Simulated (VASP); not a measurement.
# NiO (Pm-3m) in VASP: single point with PBE

Aim: the single point of NiO with PBE.

Program: VASP 6.6.1. These are calculated values, not measurements. Logs are shortened: lines on timing, memory, paths and dates and some standing lists are left out, and cuts for length are marked.

**1. The cell of the first run**

It takes space group Pm-3m (No. 221, cubic). Conventional cell: a = 2.505 Å, b = 2.505 Å, c = 2.505 Å, α = 90.00°, β = 90.00°, γ = 90.00°. Ni (site symmetry m-3m) has 8 O at 2.17 Å and 6 Ni at 2.50 Å within 2.9 Å. O (site symmetry m-3m) has 8 Ni at 2.17 Å and 6 O at 2.50 Å within 2.9 Å.

**2. Single point, PBE, collinear spin, ferromagnetic start**

Input file INCAR:

```
SYSTEM = NiO
PREC = Accurate
ENCUT = 520
EDIFF = 1E-7
ISMEAR = 0
SIGMA = 0.05
LREAL = .FALSE.
LASPH = .TRUE.
NELM = 150
ALGO = Normal
ISIF = 2
LWAVE = .FALSE.
LCHARG = .FALSE.
ISPIN = 2
MAGMOM = 0.29 0.09
LORBIT = 11
LMAXMIX = 4
GGA = PE
NBANDS = 19
```

Input file KPOINTS:

```
regular mesh
0
G
  7 7 7
  0 0 0
```

Input file POSCAR:

```
NiO
1.0
    2.5046153800      0.0000000000      0.0000000000
    0.0000000000      2.5046153800      0.0000000000
    0.0000000000      0.0000000000      2.5046153800
Ni O
1 1
Direct
    0.0000000000      0.0000000000      0.0000000000
    0.5000000000      0.5000000000      0.5000000000
```

Potentials or basis: VASP PAW PBE potentials, release 64 (Ni, O).

Started as:

```
cat potpaw_PBE.64/Ni/POTCAR potpaw_PBE.64/O/POTCAR > POTCAR
mpirun -np 1 vasp_std > vasp.out
```

OUTCAR:

```text
SYSTEM = NiO
   PREC = Accurate
   ENCUT = 520
   EDIFF = 1E-7
   ISMEAR = 0
   LREAL = .FALSE.
   LASPH = .TRUE.
   NELM = 150
   ISIF = 2
   ISPIN = 2
   LORBIT = 11
   GGA = PE

 ion  position               nearest neighbor table
   1  0.000  0.000  0.000-   2 2.17   2 2.17   2 2.17   2 2.17   2 2.17   2 2.17   2 2.17   2 2.17

   2  0.500  0.500  0.500-   1 2.17   1 2.17   1 2.17   1 2.17   1 2.17   1 2.17   1 2.17   1 2.17

  LATTYP: Found a simple cubic cell.
 ALAT       =     2.5046153800

  Lattice vectors:

 A1 = (   2.5046153800,   0.0000000000,   0.0000000000)
 A2 = (   0.0000000000,   2.5046153800,   0.0000000000)
 A3 = (   0.0000000000,   0.0000000000,   2.5046153800)

Analysis of symmetry for initial positions (statically):
=====================================================================
 Subroutine PRICEL returns:
 Original cell was already a primitive cell.

 Routine SETGRP: Setting up the symmetry group for a
 simple cubic supercell.

 Subroutine GETGRP returns: Found 48 space group operations
 (whereof 48 operations were pure point group operations)
 out of a pool of 48 trial point group operations.

The static configuration has the point symmetry O_h .

Analysis of symmetry for dynamics (positions and initial velocities):
=====================================================================
 Subroutine PRICEL returns:
 Original cell was already a primitive cell.

 Routine SETGRP: Setting up the symmetry group for a
 simple cubic supercell.

 Subroutine GETGRP returns: Found 48 space group operations
 (whereof 48 operations were pure point group operations)
 out of a pool of 48 trial point group operations.

The dynamic configuration has the point symmetry O_h .

Analysis of structural, dynamic, and magnetic symmetry:
=====================================================================
 Subroutine PRICEL returns:
 Original cell was already a primitive cell.

 Routine SETGRP: Setting up the symmetry group for a
 simple cubic supercell.

 Subroutine GETGRP returns: Found 48 space group operations
 (whereof 48 operations were pure point group operations)
 out of a pool of 48 trial point group operations.

The overall configuration has the point symmetry O_h .

 Subroutine INISYM returns: Found 48 space group operations
 (whereof 48 operations are pure point group operations),
 and found     1 'primitive' translations

----------------------------------------------------------------------------------------

                                     Primitive cell

  volume of cell :      15.7117

  direct lattice vectors                    reciprocal lattice vectors
     2.504615380  0.000000000  0.000000000     0.399262900  0.000000000  0.000000000
     0.000000000  2.504615380  0.000000000     0.000000000  0.399262900  0.000000000
     0.000000000  0.000000000  2.504615380     0.000000000  0.000000000  0.399262900

  length of vectors
     2.504615380  2.504615380  2.504615380     0.399262900  0.399262900  0.399262900

  position of ions in fractional coordinates (direct lattice)
     0.000000000  0.000000000  0.000000000
     0.500000000  0.500000000  0.500000000

  ion indices of the primitive-cell ions
   primitive index   ion index
                 1           1
                 2           2

----------------------------------------------------------------------------------------

 KPOINTS: regular mesh

Automatic generation of k-mesh.
 Grid dimensions read from file:
 generate k-points for:    7    7    7

 Generating k-lattice:

  Cartesian coordinates                     Fractional coordinates (reciprocal lattice)
     0.057037557  0.000000000  0.000000000     0.142857143  0.000000000  0.000000000
     0.000000000  0.057037557  0.000000000     0.000000000  0.142857143  0.000000000
     0.000000000  0.000000000  0.057037557     0.000000000  0.000000000  0.142857143

  Length of vectors
     0.057037557  0.057037557  0.057037557

  Shift w.r.t. Gamma in fractional coordinates (k-lattice)
     0.000000000  0.000000000  0.000000000

 Subroutine IBZKPT returns following result:
 ===========================================

 Found     20 irreducible k-points:

 Following reciprocal coordinates:
            Coordinates               Weight
  0.000000  0.000000  0.000000      1.000000
  0.142857  0.000000  0.000000      6.000000
  0.285714  0.000000  0.000000      6.000000
  0.428571  0.000000  0.000000      6.000000
  0.142857  0.142857  0.000000     12.000000
  0.285714  0.142857  0.000000     24.000000
[... 12 lines left out ...]
  0.428571  0.428571  0.285714     24.000000
  0.428571  0.428571  0.428571      8.000000
   k-points           NKPTS =     20   k-points in BZ     NKDIM =     20   number of bands    NBANDS=     19
   number of dos      NEDOS =    301   number of ions     NIONS =      2
   total plane-waves  NPLWV =   8000
   dimension x,y,z NGX =    20 NGY =   20 NGZ =   20
   dimension x,y,z NGXF=    40 NGYF=   40 NGZF=   40
   ions per type =               1   1
   NGX,Y,Z   is equivalent  to a cutoff of  13.28, 13.28, 13.28 a.u.
   NGXF,Y,Z  is equivalent  to a cutoff of  26.55, 26.55, 26.55 a.u.
 SYSTEM =  NiO
   PREC   = accura    normal or accurate (medium, high low for compatibility)
   ISTART =      0    job   : 0-new  1-cont  2-samecut
   ICHARG =      2    charge: 1-file 2-atom 10-const
   ISPIN  =      2    spin polarized calculation?
   LNONCOLLINEAR =      F non collinear calculations
   LSORBIT =      F    spin-orbit coupling
   LASPH  =      T    aspherical Exc in radial PAW
   ENCUT  =  520.0 eV  38.22 Ry    6.18 a.u.   4.66  4.66  4.66*2*pi/ulx,y,z
   NELM   =    150;   NELMIN=  2; NELMDL= -5     # of ELM steps
   EDIFF  = 0.1E-06   stopping-criterion for ELM
   LREAL  =      F    real-space projection
   EDIFFG = 0.1E-05   stopping-criterion for IOM
   NSW    =      0    number of steps for IOM
   IBRION =     -1    ionic relax: 0-MD 1-quasi-New 2-CG
   NFREE  =      0    steps in history (QN), initial steepest desc. (CG)
   ISIF   =      2    stress and relaxation
   ISYM   =      2    0-nonsym 1-usesym 2-fastsym
   POTIM  = 0.5000    time-step for ionic-motion
   TEBEG  =    0.0;   TEEND  =   0.0 temperature during run
   PSTRESS=    0.0 pullay stress
   NELECT =      16.0000    total number of electrons
   NUPDOWN=      -1.0000    fix difference up-down
   EMIN   =  10.00;   EMAX   =-10.00  energy-range for DOS
   EFERMI =   0.00;   METHOD = LEGACY
   ISMEAR =     0;   SIGMA  =   0.05  broadening in eV -4-tet -1-fermi 0-gaus
   EFERMI_NEDOS =   21; number of points for ismear=-14 and -15
   IALGO  =     38    algorithm
   IMIX   =      4    mixing-type and parameters
     AMIX     =   0.40;   BMIX     =  1.00
     AMIX_MAG =   1.60;   BMIX_MAG =  1.00
  volume/ion in A,a.u.               =       7.86        53.01
  Fermi-wavevector in a.u.,A,eV,Ry     =   1.647051  3.112476 36.909583  2.712778
  Thomas-Fermi vector in A             =   2.736576
   LORBIT       =     11    0 simple, 1 ext, 2 COOP (PROOUT), +10 PAW based schemes
   GGA     = PE    functional components
   LHFCALC =     F    Hartree Fock is set to
   AEXX    =    0.0000 exact exchange contribution
   IVDW    =     0    specifies the selected vdW correction
   LEPSILON=     F    determine dielectric tensor
   LRPA    =     F    only Hartree local field effects (RPA)
 spin polarized calculation
 Gauss-broadening in eV      SIGMA  =   0.05
  energy-cutoff  :      520.00
  volume of cell :       15.71
 maximum number of plane-waves:       441
 NGX is ok and might be reduce to    20
   NGX =  9   NGY =  9   NGZ =  9

 number of electron      15.9999992 magnetization       0.3484887

 Free energy of the ion-electron system (eV)
  ---------------------------------------------------
  ext. energy  EPLUGINS =         0.00000000
  ---------------------------------------------------
  free energy    TOTEN  =       -10.33153088 eV

  energy without entropy =      -10.32916933  energy(sigma->0) =      -10.33035010

 E-fermi :   9.7968     XC(G=0): -13.7255

 val. band max:        9.7786653418   @ k =   0.2857   0.2857   0.0000
 cond. band min:       9.7974965727   @ k =   0.4286   0.2857   0.0000
 fundamental gap:      0.0188312309
 Fermi energy:         9.7968219472

 spin component 1

 k-point     1 :       0.0000    0.0000    0.0000
  band No.  band energies     occupation
      1     -11.5853      1.00000
      2       6.2901      1.00000
      3       6.2901      1.00000
      4       6.7314      1.00000
      5       6.7314      1.00000
      6       6.7314      1.00000
[... 11 lines left out ...]
     18      44.1624      0.00000
     19      45.8461      0.00000

 k-point     2 :       0.1429    0.0000    0.0000
  band No.  band energies     occupation
      1     -11.3381      1.00000
      2       4.6322      1.00000
      3       6.3692      1.00000
      4       6.4140      1.00000
      5       6.4140      1.00000
      6       7.3362      1.00000
[... 11 lines left out ...]
     18      41.9909      0.00000
     19      45.8516      0.00000

 k-point     3 :       0.2857    0.0000    0.0000
  band No.  band energies     occupation
      1     -10.7122      1.00000
      2       2.2014      1.00000
      3       5.9005      1.00000
      4       5.9005      1.00000
      5       6.5514      1.00000
      6       8.3154      1.00000
[... 345 lines left out ...]
  band No.  band energies     occupation
      1      -8.6004      1.00000
      2       2.5172      1.00000
      3       2.5307      1.00000
      4       3.8351      1.00000
      5       8.2677      1.00000
      6       8.9944      1.00000
[... 11 lines left out ...]
     18      49.1650      0.00000
     19      50.3583      0.00000

 k-point    20 :       0.4286    0.4286    0.4286
  band No.  band energies     occupation
      1      -8.1624      1.00000
      2       2.3461      1.00000
      3       2.3461      1.00000
      4       2.5755      1.00000
      5       9.2671      1.00000
      6       9.2671      1.00000
[... 11 lines left out ...]
     18      53.9470      0.00000
     19      53.9470      0.00000
 Fermi energy:         9.7968219472

 spin component 2

 k-point     1 :       0.0000    0.0000    0.0000
  band No.  band energies     occupation
      1     -11.4715      1.00000
      2       6.4754      1.00000
      3       6.4754      1.00000
      4       6.8713      1.00000
      5       6.8713      1.00000
      6       6.8713      1.00000
[... 11 lines left out ...]
     18      44.1638      0.00000
     19      45.9081      0.00000

 k-point     2 :       0.1429    0.0000    0.0000
  band No.  band energies     occupation
      1     -11.2222      1.00000
      2       4.7581      1.00000
      3       6.5566      1.00000
      4       6.5781      1.00000
      5       6.5781      1.00000
      6       7.5234      1.00000
[... 11 lines left out ...]
     18      42.0245      0.00000
     19      45.9099      0.00000

 k-point     3 :       0.2857    0.0000    0.0000
  band No.  band energies     occupation
      1     -10.5902      1.00000
      2       2.3002      1.00000
      3       6.0870      1.00000
      4       6.0870      1.00000
      5       6.7438      1.00000
      6       8.5259      1.00000
[... 346 lines left out ...]
      1      -8.4554      1.00000
      2       2.6475      1.00000
      3       2.6614      1.00000
      4       3.9878      1.00000
      5       8.4820      1.00000
      6       9.2791      1.00000
[... 11 lines left out ...]
     18      49.1772      0.00000
     19      50.4256      0.00000

 k-point    20 :       0.4286    0.4286    0.4286
  band No.  band energies     occupation
      1      -8.0130      1.00000
      2       2.4894      1.00000
      3       2.4894      1.00000
      4       2.7153      1.00000
      5       9.5056      1.00000
      6       9.5056      1.00000
[... 11 lines left out ...]
     18      53.9656      0.00000
     19      53.9656      0.00000

------------------------ aborting loop because EDIFF is reached ----------------------------------------

  FORCE on cell =-STRESS in cart. coord.  units (eV):
  Direction    XX          YY          ZZ          XY          YZ          ZX
  --------------------------------------------------------------------------------------
  -------------------------------------------------------------------------------------
  Total        2.3523674      2.3523674      2.3523674     -0.0000000     -0.0000000      0.0000000
  in kB      239.8792114    239.8792114    239.8792114     -0.0000000     -0.0000000      0.0000000
  external PRESSURE =     239.8792114 kB  Pullay stress =       0.0000000 kB

 VOLUME and BASIS-vectors are now :
 -----------------------------------------------------------------------------
  energy-cutoff  :      520.00
  volume of cell :       15.71
      direct lattice vectors                 reciprocal lattice vectors
     2.504615380  0.000000000  0.000000000     0.399262900  0.000000000  0.000000000
     0.000000000  2.504615380  0.000000000     0.000000000  0.399262900  0.000000000
     0.000000000  0.000000000  2.504615380     0.000000000  0.000000000  0.399262900

 POSITION                                       TOTAL-FORCE (eV/Angst)
 -----------------------------------------------------------------------------------
      0.00000      0.00000      0.00000         0.000000      0.000000      0.000000
      1.25231      1.25231      1.25231         0.000000      0.000000      0.000000
 -----------------------------------------------------------------------------------
    total drift:                                0.000000      0.000000      0.000000

  FREE ENERGIE OF THE ION-ELECTRON SYSTEM (eV)
  ---------------------------------------------------
  free  energy   TOTEN  =       -10.3315308755 eV

  energy  without entropy=      -10.3291693277  energy(sigma->0) =      -10.33035010

 total charge

# of ion       s       p       d       tot
------------------------------------------
    1        0.342   0.442   8.398   9.182
    2        1.605   3.314   0.000   4.919
--------------------------------------------------
tot          1.947   3.756   8.398  14.101

 magnetization (x)

# of ion       s       p       d       tot
------------------------------------------
    1       -0.002  -0.000   0.266   0.264
    2        0.003   0.074   0.000   0.077
--------------------------------------------------
tot          0.001   0.074   0.266   0.341
```

Run time: 18 s. Hardware: 1 thread of Intel Xeon Platinum 8375C at 2.90GHz (Ice Lake), shared host; peak memory 0.14 GiB.

Results:

```
Free energy                                           : -10.3315 eV
Pressure                                              : 24.0 GPa
Net moment                                            : 0.35 μB per cell
Site moments                                          : Ni +0.26; O +0.08 μB
Valence electrons inside the program's atomic spheres : Ni 9.18; O 4.92
```

Caveat: semilocal functionals often make such compounds metallic where correlation or magnetic order opens a gap, which also shifts bond lengths. With open d or f shells a metallic result of PBE can be an artefact of self-interaction; +U or a hybrid may open a gap.
